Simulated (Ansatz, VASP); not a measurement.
# TaN in VASP and in Ansatz

File INCAR:

```
  ALGO = Normal
  EDIFF = 1E-6
  ENCUT = 520
  GGA = PS
  ISIF = 2
  ISMEAR = 0
  LASPH = T
  LCHARG = F
  LREAL = F
  LWAVE = F
  NBANDS = 15
  NELM = 60
  PREC = Accurate
  SIGMA = 0.1
```

File KPOINTS:

```
k-points
0
Gamma
  16 16 16
```

Contents of POSCAR:

```
TaN
1.0
    0.0000000000      2.1643571200      2.1643571200
    2.1643571200      0.0000000000      2.1643571200
    2.1643571200      2.1643571200      0.0000000000
Ta N
1 1
Direct
    0.5000000000      0.5000000000      0.5000000000
    0.0000000000      0.0000000000      0.0000000000
```

Input for Ansatz:

```yaml
crystal:
  lattice:
    - [0.0, 2.16435712, 2.16435712]
    - [2.16435712, 0.0, 2.16435712]
    - [2.16435712, 2.16435712, 0.0]
  atoms:
    - { symbol: Ta, position: [0.5, 0.5, 0.5] }
    - { symbol: "N", position: [0.0, 0.0, 0.0] }
basis:
  ecutwfc: 420
kpoints:
  mp_grid: { grid: [16, 16, 16] }
hamiltonian:
  xc: pbesol
scf:
  occupations: { method: gaussian, width: 0.1 }
output:
  forces: true
  stress: true
  eigenvalues: true
```

Alike in both runs: task single point; functional PBEsol; k mesh 16 × 16 × 16; occupations gaussian, width 0.1 eV; no spin polarisation.

|  | VASP | Ansatz |
| --- | --- | --- |
| version | VASP 6.6.1 | Ansatz 0.2.0 |
| potentials or method | VASP PAW PBE potentials, release 64 (Ta_pv, N), cutoff 520 eV | scalar-relativistic, plane waves, PAW |
| valence electrons in the cell | 16 | 18 |

Ansatz gave:

| Item | Value |
| --- | --- |
| gap on the k mesh at the Fermi level (eV) | none |
| pressure (GPa) | 12.4 |

Task: Which values does VASP return?

Result: gap on the k mesh at the Fermi level (eV): none; pressure (GPa): 13.6.

VASP's potentials were made for PBE, not for PBEsol. A gap of «none» marks a metal or a gap that the smearing closes. With one functional, cell and mesh, what is left measures potentials, basis and numerics. VASP's potentials hold 16 valence electrons a cell and Ansatz's 18, so a difference there can come from the potentials and not from the codes.

Neither program's run includes spin-orbit coupling.
